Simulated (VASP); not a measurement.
# ZnO (P6_3mc) in VASP: further runs, part 2 of 2

VASP 6.6.1. Earlier steps stand in the parts before.

## 3. Single point, PBEsol

This run uses another cell than the first one, of 11.66 Å³/atom.

File INCAR:

```
  ALGO = Normal
  EDIFF = 1E-6
  ENCUT = 600
  GGA = PS
  GGA_COMPAT = False
  ISIF = 2
  ISMEAR = -1
  LASPH = True
  LCHARG = False
  LREAL = False
  LWAVE = False
  NBANDS = 26
  NELM = 120
  PREC = Accurate
  SIGMA = 0.02
```

File KPOINTS:

```
k-points
0
Gamma
  8 8 5
```

File POSCAR:

```
ZnO
1.0
    3.2274999067      0.0000000000      0.0000000000
   -1.6137499533      2.7950969099      0.0000000000
    0.0000000000      0.0000000000      5.1707703030
Zn O
2 2
Direct
    0.3333333333      0.6666666667      0.4990872424
    0.6666666667      0.3333333333     -0.0009127576
    0.6666666667      0.3333333333      0.3799227576
    0.3333333333      0.6666666667      0.8799227576
```

Potentials or basis: VASP PAW PBE potentials, release 64 (Zn, O).

Command:

```bash
$ cat potpaw_PBE.64/Zn/POTCAR potpaw_PBE.64/O/POTCAR > POTCAR
$ mpirun -np 1 vasp_std > vasp.out
```

OUTCAR:

```text
EDIFF = 1E-6
   ENCUT = 600
   GGA = PS
   ISIF = 2
   ISMEAR = -1
   LASPH = True
   LREAL = False
   NELM = 120
   PREC = Accurate

 ion  position               nearest neighbor table
   1  0.333  0.667  0.499-   3 1.96   3 1.96   3 1.96   4 1.97
   2  0.667  0.333  0.999-   4 1.96   4 1.96   4 1.96   3 1.97
   3  0.667  0.333  0.380-   1 1.96   1 1.96   1 1.96   2 1.97
   4  0.333  0.667  0.880-   2 1.96   2 1.96   2 1.96   1 1.97

  LATTYP: Found a hexagonal cell.
 ALAT       =     3.2274999067
 C/A-ratio  =     1.6020977390

  Lattice vectors:

 A1 = (   3.2274999067,   0.0000000000,   0.0000000000)
 A2 = (  -1.6137499533,   2.7950969099,   0.0000000000)
 A3 = (   0.0000000000,   0.0000000000,   5.1707703030)

Analysis of symmetry for initial positions (statically):
=====================================================================
 Subroutine PRICEL returns:
 Original cell was already a primitive cell.

 Routine SETGRP: Setting up the symmetry group for a
 hexagonal supercell.

 Subroutine GETGRP returns: Found 12 space group operations
 (whereof  6 operations were pure point group operations)
 out of a pool of 24 trial point group operations.

The static configuration has the point symmetry C_3v.
 The point group associated with its full space group is C_6v.

Analysis of symmetry for dynamics (positions and initial velocities):
=====================================================================
 Subroutine PRICEL returns:
 Original cell was already a primitive cell.

 Routine SETGRP: Setting up the symmetry group for a
 hexagonal supercell.

 Subroutine GETGRP returns: Found 12 space group operations
 (whereof  6 operations were pure point group operations)
 out of a pool of 24 trial point group operations.

The dynamic configuration has the point symmetry C_3v.
 The point group associated with its full space group is C_6v.

 Subroutine INISYM returns: Found 12 space group operations
 (whereof  6 operations are pure point group operations),
 and found     1 'primitive' translations

----------------------------------------------------------------------------------------

                                     Primitive cell

  volume of cell :      46.6464

  direct lattice vectors                    reciprocal lattice vectors
     3.227499907  0.000000000  0.000000000     0.309837344  0.178884674  0.000000000
    -1.613749953  2.795096910  0.000000000     0.000000000  0.357769348  0.000000000
     0.000000000  0.000000000  5.170770303     0.000000000  0.000000000  0.193394783

  length of vectors
     3.227499907  3.227499907  5.170770303     0.357769348  0.357769348  0.193394783

  position of ions in fractional coordinates (direct lattice)
     0.333333333  0.666666667  0.499087242
     0.666666667  0.333333333  0.999087242
     0.666666667  0.333333333  0.379922758
     0.333333333  0.666666667  0.879922758

  ion indices of the primitive-cell ions
   primitive index   ion index
                 1           1
                 2           2
                 3           3
                 4           4

----------------------------------------------------------------------------------------

 KPOINTS: k-points

Automatic generation of k-mesh.
 Grid dimensions read from file:
 generate k-points for:    8    8    5

 Generating k-lattice:

  Cartesian coordinates                     Fractional coordinates (reciprocal lattice)
     0.038729668  0.022360584  0.000000000     0.125000000 -0.000000000  0.000000000
     0.000000000  0.044721169  0.000000000     0.000000000  0.125000000  0.000000000
     0.000000000  0.000000000  0.038678957     0.000000000  0.000000000  0.200000000

  Length of vectors
     0.044721169  0.044721169  0.038678957

  Shift w.r.t. Gamma in fractional coordinates (k-lattice)
     0.000000000  0.000000000  0.000000000

 Subroutine IBZKPT returns following result:
 ===========================================

 Found     30 irreducible k-points:

 Following reciprocal coordinates:
            Coordinates               Weight
  0.000000  0.000000  0.000000      1.000000
  0.125000 -0.000000  0.000000      6.000000
  0.250000 -0.000000  0.000000      6.000000
  0.375000  0.000000  0.000000      6.000000
  0.500000 -0.000000  0.000000      3.000000
  0.125000  0.125000  0.000000      6.000000
[... 16 lines left out ...]
  0.250000 -0.000000  0.400000     12.000000
  0.375000  0.000000  0.400000     12.000000
 [... further k-points ...]
   k-points           NKPTS =     30   k-points in BZ     NKDIM =     30   number of bands    NBANDS=     26
   number of dos      NEDOS =    301   number of ions     NIONS =      4
   total plane-waves  NPLWV =  32928
   dimension x,y,z NGX =    28 NGY =   28 NGZ =   42
   dimension x,y,z NGXF=    56 NGYF=   56 NGZF=   84
   ions per type =               2   2
   NGX,Y,Z   is equivalent  to a cutoff of  14.42, 14.42, 13.50 a.u.
   NGXF,Y,Z  is equivalent  to a cutoff of  28.85, 28.85, 27.01 a.u.
 SYSTEM =  unknown system
   PREC   = accura    normal or accurate (medium, high low for compatibility)
   ISTART =      0    job   : 0-new  1-cont  2-samecut
   ICHARG =      2    charge: 1-file 2-atom 10-const
   ISPIN  =      1    spin polarized calculation?
   LNONCOLLINEAR =      F non collinear calculations
   LSORBIT =      F    spin-orbit coupling
   LASPH  =      T    aspherical Exc in radial PAW
   ENCUT  =  600.0 eV  44.10 Ry    6.64 a.u.   6.45  6.45 10.33*2*pi/ulx,y,z
   NELM   =    120;   NELMIN=  2; NELMDL= -5     # of ELM steps
   EDIFF  = 0.1E-05   stopping-criterion for ELM
   LREAL  =      F    real-space projection
   EDIFFG = 0.1E-04   stopping-criterion for IOM
   NSW    =      0    number of steps for IOM
   IBRION =     -1    ionic relax: 0-MD 1-quasi-New 2-CG
   NFREE  =      0    steps in history (QN), initial steepest desc. (CG)
   ISIF   =      2    stress and relaxation
   ISYM   =      2    0-nonsym 1-usesym 2-fastsym
   POTIM  = 0.5000    time-step for ionic-motion
   TEBEG  =    0.0;   TEEND  =   0.0 temperature during run
   PSTRESS=    0.0 pullay stress
   NELECT =      36.0000    total number of electrons
   NUPDOWN=      -1.0000    fix difference up-down
   EMIN   =  10.00;   EMAX   =-10.00  energy-range for DOS
   EFERMI =   0.00;   METHOD = LEGACY
   ISMEAR =    -1;   SIGMA  =   0.02  broadening in eV -4-tet -1-fermi 0-gaus
   EFERMI_NEDOS =   21; number of points for ismear=-14 and -15
   IALGO  =     38    algorithm
   IMIX   =      4    mixing-type and parameters
     AMIX     =   0.40;   BMIX     =  1.00
     AMIX_MAG =   1.60;   BMIX_MAG =  1.00
  volume/ion in A,a.u.               =      11.66        78.70
  Fermi-wavevector in a.u.,A,eV,Ry     =   1.501653  2.837712 30.680611  2.254961
  Thomas-Fermi vector in A             =   2.612996
   LORBIT       =      0    0 simple, 1 ext, 2 COOP (PROOUT), +10 PAW based schemes
   GGA     = PS    functional components
   LHFCALC =     F    Hartree Fock is set to
   AEXX    =    0.0000 exact exchange contribution
   IVDW    =     0    specifies the selected vdW correction
   LEPSILON=     F    determine dielectric tensor
   LRPA    =     F    only Hartree local field effects (RPA)
 non-spin polarized calculation
  energy-cutoff  :      600.00
  volume of cell :       46.65
 maximum number of plane-waves:      1574
 NGX is ok and might be reduce to    28
   NGX = 13   NGY = 13   NGZ = 21

 number of electron      35.9999997 magnetization

 Free energy of the ion-electron system (eV)
  ---------------------------------------------------
  ext. energy  EPLUGINS =         0.00000000
  ---------------------------------------------------
  free energy    TOTEN  =       -19.40768553 eV

  energy without entropy =      -19.40768553  energy(sigma->0) =      -19.40768553

 E-fermi :   1.5938     XC(G=0): -11.2943

 val. band max:        1.2349704223   @ k =   0.0000   0.0000   0.0000
 cond. band min:       1.9485249782   @ k =   0.0000   0.0000   0.0000
 fundamental gap:      0.7135545559
 Fermi energy:         1.5938115706

 k-point     1 :       0.0000    0.0000    0.0000
  band No.  band energies     occupation
      1     -16.9742      2.00000
      2     -16.1919      2.00000
      3      -4.6223      2.00000
      4      -4.5854      2.00000
      5      -4.5854      2.00000
      6      -4.5134      2.00000
[... 18 lines left out ...]
     25      15.3656      0.00000
     26      15.3656      0.00000
[... 644 lines left out ...]
      4      -5.0056      2.00000
      5      -4.2071      2.00000
      6      -4.1575      2.00000
[... 18 lines left out ...]
     25      14.7830      0.00000
     26      15.0333      0.00000

 [... further k-points ...]
[... 5 lines left out ...]
  --------------------------------------------------------------------------------------
  -------------------------------------------------------------------------------------
  Total        0.5074290      0.5074290      0.7545989      0.0000000      0.0000000      0.0000000
  in kB       17.4288002     17.4288002     25.9184108      0.0000000      0.0000000      0.0000000
  external PRESSURE =      20.2586704 kB  Pullay stress =       0.0000000 kB

 VOLUME and BASIS-vectors are now :
 -----------------------------------------------------------------------------
  energy-cutoff  :      600.00
  volume of cell :       46.65
      direct lattice vectors                 reciprocal lattice vectors
     3.227499907  0.000000000  0.000000000     0.309837344  0.178884674  0.000000000
    -1.613749953  2.795096910  0.000000000     0.000000000  0.357769348  0.000000000
     0.000000000  0.000000000  5.170770303     0.000000000  0.000000000  0.193394783

 POSITION                                       TOTAL-FORCE (eV/Angst)
 -----------------------------------------------------------------------------------
     -0.00000      1.86340      2.58067        -0.000000     -0.000000     -0.004838
      1.61375      0.93170      5.16605         0.000000      0.000000     -0.004838
      1.61375      0.93170      1.96449        -0.000000     -0.000000      0.004838
     -0.00000      1.86340      4.54988        -0.000000      0.000000      0.004838
 -----------------------------------------------------------------------------------
    total drift:                               -0.000000     -0.000000     -0.000353

  FREE ENERGIE OF THE ION-ELECTRON SYSTEM (eV)
  ---------------------------------------------------
  free  energy   TOTEN  =       -19.4076855302 eV

  energy  without entropy=      -19.4076855301  energy(sigma->0) =      -19.40768553
```

OSZICAR:

```text
N       E                     dE             d eps       ncg     rms          rms(c)
DAV:   1     0.319742248938E+03    0.31974E+03   -0.19721E+04  1584   0.223E+03
DAV:   2     0.137694921976E+02   -0.30597E+03   -0.28681E+03  1620   0.447E+02
DAV:   3    -0.214380705340E+02   -0.35208E+02   -0.34710E+02  1716   0.149E+02
DAV:   4    -0.222050900255E+02   -0.76702E+00   -0.76480E+00  1750   0.223E+01
DAV:   5    -0.222090445080E+02   -0.39545E-02   -0.39540E-02  1712   0.165E+00    0.145E+01
DAV:   6    -0.192810305431E+02    0.29280E+01   -0.55731E+00  2446   0.601E+01    0.936E+00
DAV:   7    -0.194554889371E+02   -0.17446E+00   -0.26017E+00  1612   0.159E+01    0.556E+00
DAV:   8    -0.194554023502E+02    0.86587E-04   -0.49388E-01  2292   0.726E+00    0.161E+00
DAV:   9    -0.194055245333E+02    0.49878E-01   -0.93072E-02  2326   0.608E+00    0.341E-01
DAV:  10    -0.194076598367E+02   -0.21353E-02   -0.37920E-02  1574   0.133E+00    0.116E-01
DAV:  11    -0.194076569396E+02    0.28970E-05   -0.64111E-04  1666   0.257E-01    0.255E-02
DAV:  12    -0.194076863787E+02   -0.29439E-04   -0.28107E-05  1702   0.675E-02    0.182E-02
DAV:  13    -0.194076855302E+02    0.84856E-06   -0.76545E-06  1798   0.697E-02
   1 F= -.19407686E+02 E0= -.19407686E+02  d E =-.128114E-09
```

Wall time 57 s (1 thread of Intel Xeon Platinum 8488C (Sapphire Rapids), shared host); peak memory 0.19 GiB.

Results:

| Property | Result |
| --- | --- |
| Free energy | -19.4077 eV |
| Pressure | 2.0 GPa |
| Largest force | 0.005 eV/Å |
| Band gap on the k mesh | 0.71 eV |

Forces in eV/Å, atoms in the order of the input:
```
Zn   0.000  0.000 -0.005
Zn   0.000  0.000 -0.005
O    0.000  0.000  0.005
O    0.000  0.000  0.005
```

Stress tensor (GPa, compression positive):
```
1.74 0.00 0.00
0.00 1.74 0.00
0.00 0.00 2.59
```

Caveat: the PAW data sets were made with another functional, which shifts forces and pressure a little.

## 4. Single point, PBEsol

This run uses another cell than the first one, of 11.90 Å³/atom.

File INCAR:

```
SYSTEM = ZnO
PREC     = Accurate       ! precision mode
ENCUT    = 600            ! plane-wave cutoff, eV
EDIFF    = 1E-6           ! SCF threshold, eV
ISMEAR   = -1             ! smearing method
SIGMA    = 0.02           ! smearing width, eV
LREAL    = .FALSE.        ! projectors in reciprocal space
LASPH    = .TRUE.         ! aspherical terms in the spheres
NELM     = 120            ! most SCF steps
ALGO     = Normal         ! electronic algorithm
ISIF     = 2              ! what is computed and relaxed
LWAVE    = .FALSE.        ! write WAVECAR
LCHARG   = .FALSE.        ! write CHGCAR
GGA      = PS             ! functional
NBANDS   = 26             ! bands
GGA_COMPAT= .FALSE.
```

File KPOINTS:

```
regular mesh
0
G
  8 8 5
  0 0 0
```

File POSCAR:

```
ZnO
1.0
    3.2493080000      0.0000000000      0.0000000000
   -1.6246540000      2.8139832727      0.0000000000
    0.0000000000      0.0000000000      5.2057090000
Zn O
2 2
Direct
    0.3333333333      0.6666666667      0.4990872424
    0.6666666667      0.3333333333     -0.0009127576
    0.6666666667      0.3333333333      0.3799227576
    0.3333333333      0.6666666667      0.8799227576
```

Command:

```bash
$ cat potpaw_PBE.64/Zn/POTCAR potpaw_PBE.64/O/POTCAR > POTCAR
$ mpirun -np 1 vasp_std > vasp.out
```

Wall time 47 s (1 thread of Intel Xeon Platinum 8488C (Sapphire Rapids), shared host); peak memory 0.19 GiB.

The run converged. Its results:

| Item | Value |
| --- | --- |
| Free energy | -19.4142 eV |
| Pressure | -0.9 GPa |
| Band gap on the k mesh | 0.68 eV |

Forces in eV/Å, atoms in the order of the input:
```
Zn   0.000  0.000 -0.002
Zn   0.000  0.000 -0.002
O    0.000  0.000  0.002
O    0.000  0.000  0.002
```

Stress tensor (GPa, compression positive):
```
-1.14  0.00  0.00
 0.00 -1.14  0.00
 0.00  0.00 -0.29
```

Levels at points of the mesh, in eV from the valence-band top:
```csv
k point,band 14,band 15,band 16,band 17,band 18,band 19,band 20,band 21,band 22,band 23
"(0.00, 0.00, 0.00)",-0.80,-0.80,-0.09,0.00,0.00,0.68,5.09,8.13,12.71,12.71
"(0.50, 0.00, 0.00)",-3.59,-2.84,-2.30,-1.29,-0.86,5.68,6.70,7.48,8.40,10.50
```

Caveat: the PAW data sets were made with another functional, which shifts forces and pressure a little.

## 5. Single point, PBEsol

This run uses another cell than the first one, of 12.14 Å³/atom.

File INCAR:

```
PREC = Accurate
ENCUT = 600
EDIFF = 1E-6
ISMEAR = -1
SIGMA = 0.02
LREAL = False
LASPH = True
NELM = 120
ALGO = Normal
ISIF = 2
LWAVE = False
LCHARG = False
GGA = PS
NBANDS = 26
GGA_COMPAT = False
```

File KPOINTS:

```
Automatic mesh
0
Gamma
  8 8 4
```

File POSCAR:

```
ZnO
1.0
    3.2708272231      0.0000000000      0.0000000000
   -1.6354136116      2.8326194666      0.0000000000
    0.0000000000      0.0000000000      5.2401848988
Zn O
2 2
Direct
    0.3333333333      0.6666666667      0.4990872424
    0.6666666667      0.3333333333     -0.0009127576
    0.6666666667      0.3333333333      0.3799227576
    0.3333333333      0.6666666667      0.8799227576
```

Command:

```bash
$ cat potpaw_PBE.64/Zn/POTCAR potpaw_PBE.64/O/POTCAR > POTCAR
$ mpirun -np 1 vasp_std > vasp.out
```

It took 66 s on 1 thread of Intel Xeon Platinum 8488C (Sapphire Rapids), shared host; peak memory 0.19 GiB.

Results (log left out):

```
Free energy            : -19.4036 eV
Pressure               : -3.4 GPa
Band gap on the k mesh : 0.66 eV
```

Stress tensor (GPa, compression positive):
```
-3.67  0.00  0.00
 0.00 -3.67  0.00
 0.00  0.00 -2.82
```

Levels at points of the mesh, in eV from the valence-band top:
```
           k point  band 15  band 16  band 17  band 18  band 19  band 20  band 21  band 22
(0.00, 0.00, 0.00)    -0.78    -0.08     0.00     0.00     0.66     5.02     8.07    12.62
(0.50, 0.00, 0.00)    -2.78    -2.23    -1.26    -0.83     5.60     6.68     7.46     8.27
(0.00, 0.00, 0.50)    -0.39    -0.39    -0.39    -0.39     3.32     3.32     9.88     9.88
(0.50, 0.00, 0.50)    -1.49    -1.49    -1.33    -1.33     5.54     5.54     8.23     8.23
```

Caveat: the cell stands under tension; the PAW data sets were made with another functional, which shifts forces and pressure a little.

## 6. The runs side by side

```csv
cell,k mesh,gap on the mesh (eV),pressure (GPa)
"a = 3.230, b = 3.230, c = 5.215 Å, angles 90.0, 90.0, 120.0°, 4 atoms",8 × 8 × 5,0.69,0.5
"a = 3.227, b = 3.227, c = 5.171 Å, angles 90.0, 90.0, 120.0°, 4 atoms",8 × 8 × 5,0.71,2.0
"a = 3.249, b = 3.249, c = 5.206 Å, angles 90.0, 90.0, 120.0°, 4 atoms",8 × 8 × 5,0.68,-0.9
"a = 3.271, b = 3.271, c = 5.240 Å, angles 90.0, 90.0, 120.0°, 4 atoms",8 × 8 × 4,0.66,-3.4
```

Alike in all rows: task single point; level PBEsol; potentials or basis VASP PAW PBE potentials, release 64 (Zn, O); no spin polarisation; cutoff (eV) 600; smearing fermi-dirac 0.02 eV.

Caveats: the PAW data sets were made with another functional, which shifts forces and pressure a little; the cell stands under tension (at least some runs).

Total energies depend on the potentials used, so only differences within one code and one set of settings carry meaning.

## 7. How close it comes

Step 4. Against the measured gap of ZnO, 3.37 eV (quoted in “Electronic structure of alkaline earth and post-transition metal oxides”, 2009, arxiv:0908.1581), the calculated 0.68 eV is off by -2.69 eV. So large a miss can be the level of theory's own, or it may mean another phase, state or a wrong row. The value is that of PBEsol, without temperature or zero-point motion. Semilocal functionals fall short of measured gaps as a rule.
